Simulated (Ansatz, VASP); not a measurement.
SrCl2 in VASP and in Ansatz

File POSCAR:

```
SrCl2
1.0
    2.0857437514      1.2042047163      6.1350485022
   -2.0857437514      1.2042047163      6.1350485022
    0.0000000000     -2.4084094327      6.1350485022
Sr Cl
1 2
Direct
    0.0002014272      0.0002014272      0.0002014272
    0.4227725646      0.4227725646      0.4227725646
    0.2436926748      0.2436926748      0.2436926748
```

Contents of INCAR.step1:

```
ALGO = Normal
EDIFF = 1E-4
ENCUT = 520
GGA = PE
ISMEAR = 0
LASPH = T
LCHARG = F
LREAL = F
LWAVE = T
NBANDS = 19
NELM = 100
PREC = Accurate
SIGMA = 0.01
```

Contents of INCAR.step2:

```
ALGO = Normal
EDIFF = 1E-6
ENCUT = 520
ISIF = 2
ISMEAR = 0
ISTART = 1
LASPH = T
LCHARG = F
LMIXTAU = T
LREAL = F
LWAVE = F
METAGGA = R2SCAN
NBANDS = 19
NELM = 100
PREC = Accurate
SIGMA = 0.01
```

KPOINTS

```
k-points
0
Gamma
  6 6 6
```

Input for Ansatz:

```yaml
crystal:
  lattice:
    - [2.0857437514, 1.2042047163, 6.1350485022]
    - [-2.0857437514, 1.2042047163, 6.1350485022]
    - [0.0, -2.4084094327, 6.1350485022]
  atoms:
    - { symbol: Sr, position: [0.0002014272, 0.0002014272, 0.0002014272] }
    - { symbol: Cl, position: [0.4227725646, 0.4227725646, 0.4227725646] }
    - { symbol: Cl, position: [0.2436926748, 0.2436926748, 0.2436926748] }
kpoints:
  mp_grid: { grid: [6, 6, 6] }
hamiltonian:
  xc: r2scan
scf:
  occupations: { method: fixed }
  n_extra_bands: 4
  mixing: { preconditioner: none }
output:
  forces: true
  stress: true
  eigenvalues: true
```

Alike in both runs: task single point; functional r2SCAN; k mesh 6 × 6 × 6; no spin polarisation.

```csv
,VASP,Ansatz
version,VASP 6.6.1,Ansatz 0.2.0
potentials or method,"VASP PAW PBE potentials, release 64 (Sr_sv, Cl)",plane waves
plane-wave cutoff (eV),520,500
occupations,"gaussian, width 0.01 eV",fixed
valence electrons in the cell,24,24
```

|  | VASP | Ansatz | Ansatz less VASP |
| --- | --- | --- | --- |
| gap on the k mesh at the Fermi level (eV) | 4.88 | 4.87 | -0.015 |
| pressure (GPa) | 0.7 | 0.6 | -0.05 |
| rms of the force components (eV/Å) | 0.004 | 0.006 | +0.0020 |

VASP's potentials were made for PBE, not for r2SCAN. Atom by atom the forces differ by 0.009 eV/Å (rms over components).
